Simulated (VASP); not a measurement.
# Ag (Fm-3m) in VASP: a series of runs, part 2 of 2

VASP 6.6.1. The steps go on from the part before.

## 3. Single point, r2SCAN

This run uses another cell than the first one, of 15.15 Å³/atom.

The input, POSCAR:

```
Ag
1.0
    0.0000000000      1.9638075887      1.9638075887
    1.9638075887      0.0000000000      1.9638075887
    1.9638075887      1.9638075887      0.0000000000
Ag
1
Direct
    0.0000000000      0.0000000000      0.0000000000
```

The input, INCAR.step1:

```
ALGO = Normal ; EDIFF = 1E-4
ENCUT = 520 ; GGA = PE
ISMEAR = 0 ; LASPH = T
LCHARG = F ; LREAL = F
LWAVE = T ; NBANDS = 12
NELM = 60 ; PREC = Accurate
SIGMA = 0.1
```

The input, INCAR.step2:

```
ALGO = Normal ; EDIFF = 1E-6
ENCUT = 520 ; ISIF = 2
ISMEAR = 0 ; ISTART = 1
LASPH = T ; LCHARG = F
LMIXTAU = T ; LREAL = F
LWAVE = F ; METAGGA = R2SCAN
NBANDS = 12 ; NELM = 60
PREC = Accurate ; SIGMA = 0.1
```

The input, KPOINTS:

```
k-points
0
Gamma
  18 18 18
```

Potentials or basis: VASP PAW PBE potentials, release 64 (Ag).

Launch:

```bash
> cat potpaw_PBE.64/Ag/POTCAR > POTCAR
> cp INCAR.step1 INCAR
> mpirun -np 1 vasp_std > vasp.out
> cp INCAR.step2 INCAR
> mpirun -np 1 vasp_std > vasp.out
```

OUTCAR:

```text
EDIFF = 1E-6
   ENCUT = 520
   ISIF = 2
   ISMEAR = 0
   ISTART = 1
   LASPH = T
   LREAL = F
   METAGGA = R2SCAN
   NELM = 60
   PREC = Accurate

 ion  position               nearest neighbor table
   1  0.000  0.000  0.000-

  LATTYP: Found a face centered cubic cell.
 ALAT       =     3.9276151774

  Lattice vectors:

 A1 = (   0.0000000000,   1.9638075887,   1.9638075887)
 A2 = (   1.9638075887,   0.0000000000,   1.9638075887)
 A3 = (   1.9638075887,   1.9638075887,   0.0000000000)

Analysis of symmetry for initial positions (statically):
=====================================================================
 Subroutine PRICEL returns:
 Original cell was already a primitive cell.

 Routine SETGRP: Setting up the symmetry group for a
 face centered cubic supercell.

 Subroutine GETGRP returns: Found 48 space group operations
 (whereof 48 operations were pure point group operations)
 out of a pool of 48 trial point group operations.

The static configuration has the point symmetry O_h .

Analysis of symmetry for dynamics (positions and initial velocities):
=====================================================================
 Subroutine PRICEL returns:
[... 161 lines left out ...]
 Fermi energy:        10.1856397443

 k-point     1 :       0.0000    0.0000    0.0000
  band No.  band energies     occupation
      1       1.2695      2.00000
      2       4.5641      2.00000
      3       4.5641      2.00000
      4       4.5641      2.00000
      5       5.8560      2.00000
      6       5.8560      2.00000
      7      27.0782      0.00000
      8      31.5610      0.00000
      9      31.5610      0.00000
     10      31.5610      0.00000
     11      36.8206      0.00000
     12      38.8117      0.00000
[... 331 lines left out ...]
 k-point    24 :      -0.2222    0.0556    0.0000
  band No.  band energies     occupation
      1       2.8030      2.00000
      2       4.5804      2.00000
      3       4.8636      2.00000
      4       4.8886      2.00000
      5       5.7899      2.00000
      6       6.2535      2.00000
      7      23.1705      0.00000
      8      27.6866      0.00000
      9      30.9094      0.00000
     10      33.8763      0.00000
     11      34.0133      0.00000
     12      35.3658      0.00000

 [... further k-points ...]
[... 5 lines left out ...]
  --------------------------------------------------------------------------------------
  -------------------------------------------------------------------------------------
  Total        1.9334734      1.9334734      1.9334734      0.0000000      0.0000000      0.0000000
  in kB      204.5135053    204.5135053    204.5135053      0.0000000      0.0000000      0.0000000
  external PRESSURE =     204.5135053 kB  Pullay stress =       0.0000000 kB

 VOLUME and BASIS-vectors are now :
 -----------------------------------------------------------------------------
  energy-cutoff  :      520.00
  volume of cell :       15.15
      direct lattice vectors                 reciprocal lattice vectors
     0.000000000  1.963807589  1.963807589    -0.254607428  0.254607428  0.254607428
     1.963807589  0.000000000  1.963807589     0.254607428 -0.254607428  0.254607428
     1.963807589  1.963807589  0.000000000     0.254607428  0.254607428 -0.254607428

 POSITION                                       TOTAL-FORCE (eV/Angst)
 -----------------------------------------------------------------------------------
      0.00000      0.00000      0.00000         0.000000     -0.000000      0.000000
 -----------------------------------------------------------------------------------
    total drift:                               -0.000000      0.000000     -0.000000

  FREE ENERGIE OF THE ION-ELECTRON SYSTEM (eV)
  ---------------------------------------------------
  free  energy   TOTEN  =       -21.2413284609 eV

  energy  without entropy=      -21.2404029523  energy(sigma->0) =      -21.24086571
```

OUTCAR.step1:

```text
EDIFF = 1E-4
   ENCUT = 520
   GGA = PE
   ISMEAR = 0
   LASPH = T
[... 576 lines left out ...]

 POSITION                                       TOTAL-FORCE (eV/Angst)
 -----------------------------------------------------------------------------------
      0.00000      0.00000      0.00000        -0.000000     -0.000000     -0.000000
 -----------------------------------------------------------------------------------
    total drift:                               -0.000000     -0.000000     -0.000000

  FREE ENERGIE OF THE ION-ELECTRON SYSTEM (eV)
  ---------------------------------------------------
  free  energy   TOTEN  =        -2.5547917572 eV

  energy  without entropy=       -2.5537892368  energy(sigma->0) =       -2.55429050
```

OSZICAR.step1:

```text
N       E                     dE             d eps       ncg     rms          rms(c)
DAV:   1     0.531349848856E+02    0.53135E+02   -0.55804E+03  4700   0.847E+02
DAV:   2    -0.198645164492E+01   -0.55121E+02   -0.52540E+02  5464   0.201E+02
DAV:   3    -0.283698784158E+01   -0.85054E+00   -0.84984E+00  5516   0.257E+01
DAV:   4    -0.283956703629E+01   -0.25792E-02   -0.25791E-02  5456   0.150E+00
DAV:   5    -0.283958487808E+01   -0.17842E-04   -0.17843E-04  5404   0.111E-01    0.732E+00
DAV:   6    -0.257401764111E+01    0.26557E+00   -0.90397E-01  5244   0.879E+00    0.448E+00
DAV:   7    -0.255893662262E+01    0.15081E-01   -0.21027E-02  5424   0.136E+00    0.232E+00
DAV:   8    -0.255478616136E+01    0.41505E-02   -0.79201E-04  5344   0.212E-01    0.124E-01
DAV:   9    -0.255479175723E+01   -0.55959E-05   -0.95132E-06  3184   0.277E-02
   1 F= -.25547918E+01 E0= -.25542905E+01  d E =-.100252E-02
```

Run time: 2.3 min. Hardware: 1 thread of AMD EPYC 7R13 (Zen 3), shared host; peak memory 0.14 GiB.

What came out:

```yaml
Free_energy: -21.2413 eV
Pressure: 20.5 GPa
Band_gap_on_the_k_mesh: zero (an odd number of electrons rules out a gap without spin polarisation)
```

Caveat: the cell stands under pressure; the PAW data sets were made with another functional, which shifts forces and pressure a little.

## 4. Single point, r2SCAN

This run uses another cell than the first one, of 16.00 Å³/atom.

The input, POSCAR:

```
Ag
1.0
    0.0000000000      1.9998866308      1.9998866308
    1.9998866308      0.0000000000      1.9998866308
    1.9998866308      1.9998866308      0.0000000000
Ag
1
Direct
    0.0000000000      0.0000000000      0.0000000000
```

The input, INCAR.step1:

```
SYSTEM = Ag
PREC = Accurate
ENCUT = 520
ISMEAR = 0
SIGMA = 0.1
LREAL = .FALSE.
LASPH = .TRUE.
NELM = 100
NBANDS = 12
GGA = PE
ALGO = Normal
EDIFF = 1E-4
LWAVE = .TRUE.
LCHARG = .FALSE.
```

The input, INCAR.step2:

```
SYSTEM = Ag
PREC = Accurate
ENCUT = 520
EDIFF = 1E-7
ISMEAR = 0
SIGMA = 0.1
LREAL = .FALSE.
LASPH = .TRUE.
NELM = 100
ALGO = Normal
ISIF = 2
LWAVE = .FALSE.
LCHARG = .FALSE.
METAGGA = R2SCAN
LMIXTAU = .TRUE.
NBANDS = 12
ISTART = 1
```

The input, KPOINTS:

```
regular mesh
0
G
  18 18 18
  0 0 0
```

Launch:

```bash
> cat potpaw_PBE.64/Ag/POTCAR > POTCAR
> cp INCAR.step1 INCAR
> mpirun -np 1 vasp_std > vasp.out
> cp INCAR.step2 INCAR
> mpirun -np 1 vasp_std > vasp.out
```

Run time: 2.6 min. Hardware: 1 thread of AMD EPYC 7R13 (Zen 3), shared host; peak memory 0.14 GiB.

Results (log left out):

```yaml
Free_energy: -21.3219 eV
Pressure: 10.3 GPa
Band_gap_on_the_k_mesh: zero (an odd number of electrons rules out a gap without spin polarisation)
```

Levels at points of the mesh, in eV from the Fermi level:
| k point | band 4 | band 5 | band 6 | band 7 | band 8 | band 9 |
| --- | --- | --- | --- | --- | --- | --- |
| (0.00, 0.00, 0.00) | -5.36 | -4.19 | -4.19 | 16.82 | 20.96 | 20.96 |
| (0.50, 0.00, 0.00) | -3.28 | -3.28 | -0.50 | 4.12 | 16.07 | 19.35 |
| (0.50, 0.50, 0.00) | -3.04 | -3.04 | 1.69 | 7.54 | 11.52 | 11.52 |

Caveat: the cell stands under pressure; the PAW data sets were made with another functional, which shifts forces and pressure a little.

## 5. Summary

| cell | gap on the mesh (eV) | pressure (GPa) |
| --- | --- | --- |
| a = 2.705 Å, angles 60.0°, 1 atom | none | 40.8 |
| a = 2.777 Å, angles 60.0°, 1 atom | none | 20.5 |
| a = 2.828 Å, angles 60.0°, 1 atom | none | 10.3 |

Alike in all rows: task single point; level r2SCAN; potentials or basis VASP PAW PBE potentials, release 64 (Ag); no spin polarisation; k mesh 18 × 18 × 18; cutoff (eV) 520; smearing gaussian 0.1 eV.

Caveats: the cell stands under pressure; the PAW data sets were made with another functional, which shifts forces and pressure a little.

Total energies depend on the potentials used, so only differences within one code and one set of settings carry meaning.
